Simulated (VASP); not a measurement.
Crystal: AlC2N2.

```
Al C N
1.0
     3.25710   -3.54084    0.00000
     3.25710    3.54084    0.00000
     0.00000    0.00000    7.08167
Al C N
2 4 4
Direct
  0.00000 0.00000 0.00000
  0.50000 0.50000 0.50000
  0.18722 0.81278 0.81278
  0.81278 0.18722 0.18722
  0.18722 0.81278 0.18722
  0.81278 0.18722 0.81278
  0.30404 0.69596 0.69596
  0.69596 0.30404 0.30404
  0.30404 0.69596 0.30404
  0.69596 0.30404 0.69596
```

| Property | Result |
| --- | --- |
| Program | VASP 6.6.1 |
| Task | relaxation of cell and atoms |
| Functional | PBE |
| Potentials or basis | VASP PAW PBE potentials, release 64 (Al, C, N) |
| Cutoff | 600 eV |
| k mesh | 4 × 4 × 4 |
| Occupations | gaussian, width 0.1 eV |
| Spin | no spin polarisation |

At the start: pressure 3.9 GPa; volume 16.33 Å³/atom.

**Question.** Where does the relaxation end?

**Answer.** Over 28 steps the energy falls by 84.6 meV/atom and the volume is 19.27 Å³/atom (+18.0 %); space group Cmmm (No. 65, to 0.05 Å).

Step by step:
| step | energy change (eV) | largest force (eV/Å) | pressure (GPa) | volume (Å³) |
| --- | --- | --- | --- | --- |
| 1 | 0.0000 | 2.9070 | 3.87 | 163.34 |
| 2 | 2.2478 | 9.4066 | -13.34 | 172.86 |
| 3 | -0.1767 | 3.1809 | -1.16 | 165.16 |
| 4 | -0.6263 | 1.5724 | -2.00 | 168.18 |
| 5 | -0.6834 | 0.9205 | -2.07 | 169.76 |
| 6 | -0.4981 | 3.8290 | 5.13 | 167.25 |
| 7 | -0.7108 | 0.2350 | -0.28 | 169.08 |
| 8 | -0.7279 | 0.0878 | 0.30 | 168.58 |
| 9 | -0.7360 | 0.1165 | 1.08 | 167.94 |
| 10 | -0.7464 | 0.1392 | 1.37 | 168.82 |
| 11 | -0.7595 | 0.8815 | 2.24 | 171.39 |
| 12 | -0.7608 | 0.8720 | 2.22 | 171.51 |
| 13 | -0.7649 | 0.8427 | 2.16 | 171.89 |
| 14 | -0.7725 | 0.7857 | 2.03 | 172.64 |
| 15 | -0.7864 | 0.6711 | 1.79 | 174.14 |
| 16 | -0.8086 | 0.4421 | 1.33 | 177.13 |
| 17 | -0.8326 | 0.2549 | 0.46 | 183.14 |
| 18 | -0.8349 | 0.5089 | 0.06 | 185.99 |
| 19 | -0.8389 | 0.3026 | 0.19 | 187.60 |
| 20 | -0.8402 | 0.1925 | 0.32 | 189.16 |
| 21 | -0.8415 | 0.1486 | 0.22 | 189.59 |
| 22 | -0.8439 | 0.1836 | -0.07 | 190.89 |
| 23 | -0.8431 | 0.3041 | -0.64 | 193.51 |
| 24 | -0.8445 | 0.2307 | -0.30 | 191.93 |
| 25 | -0.8456 | 0.0876 | -0.13 | 192.46 |
| 26 | -0.8456 | 0.1006 | -0.12 | 192.49 |
| 27 | -0.8459 | 0.0714 | -0.12 | 192.55 |
| 28 | -0.8465 | 0.0390 | -0.11 | 192.70 |

Final structure:
```yaml
crystal:
  lattice:
    - [3.81539, -3.49747, 0.00000]
    - [3.81539, 3.49747, 0.00000]
    - [0.00000, 0.00000, 7.22028]
  atoms:
    - { symbol: Al, position: [0.00000, 0.00000, 0.00000] }
    - { symbol: Al, position: [0.50000, 0.50000, 0.50000] }
    - { symbol: C, position: [0.19759, 0.80241, 0.80439] }
    - { symbol: C, position: [0.80241, 0.19759, 0.19561] }
    - { symbol: C, position: [0.19759, 0.80241, 0.19561] }
    - { symbol: C, position: [0.80241, 0.19759, 0.80439] }
    - { symbol: N, position: [0.31170, 0.68830, 0.68336] }
    - { symbol: N, position: [0.68830, 0.31170, 0.31664] }
    - { symbol: N, position: [0.31170, 0.68830, 0.31664] }
    - { symbol: N, position: [0.68830, 0.31170, 0.68336] }
```

Caveat: the volume moved by over 15 % at a fixed basis, so the end points are rough.
